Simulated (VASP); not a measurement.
Write the native input for VASP 6.6.1 that does the following.

```yaml
Task: single point
Functional: PBE
Dispersion: D3(BJ)
Potentials_or_basis: VASP PAW PBE potentials, release 64 (Ir)
Cutoff: 520 eV
k_mesh: 11 × 11 × 6
Occupations: fermi-dirac, width 0.05 eV
Spin: no spin polarisation
Dipole_correction: no
Further_INCAR_settings: ALGO = Fast; EDIFF = 1e-06; NBANDS = 16
```

The structure of Ir lies in POSCAR:

```
Ir
1.0
    2.7325479279      0.0000000000      0.0000000000
   -1.3662739639      2.3664559226      0.0000000000
    0.0000000000      0.0000000000      4.4287555205
Ir
2
Direct
    0.3333333333      0.6666666667      0.2500000000
    0.6666666667      0.3333333333      0.7500000000
```

These files were run (other wordings do the same):

INCAR

```
PREC = Accurate
ENCUT = 520
EDIFF = 1E-6
ISMEAR = -1
SIGMA = 0.05
LREAL = F
LASPH = T
NELM = 80
ALGO = Fast
ISIF = 2
LWAVE = F
LCHARG = F
GGA = PE
IVDW = 12
NBANDS = 16
```

KPOINTS

```
Automatic mesh
0
Gamma
  11 11 6
```

Potentials or basis: VASP PAW PBE potentials, release 64 (Ir).

Run with:

```bash
$ cat potpaw_PBE.64/Ir/POTCAR > POTCAR
$ mpirun -np 1 vasp_std > vasp.out
```

It gave:

The pressure is -1.6 GPa, the band gap on the k mesh is zero (band 9 reaches 11.26 eV, above the bottom of band 10 at 8.08 eV) and the dispersion energy per atom is -0.726 eV.

Caveat: three body term missing; spin-orbit coupling is left out, which moves the levels of the heavy elements; pairwise dispersion overbinds metals, which lowers pressure and volume.

Run time: 40 s on 1 thread of Intel(R) Xeon(R) Platinum 8375C CPU @ 2.90GHz (Ice Lake) (shared host), peak memory 0.16 GiB.
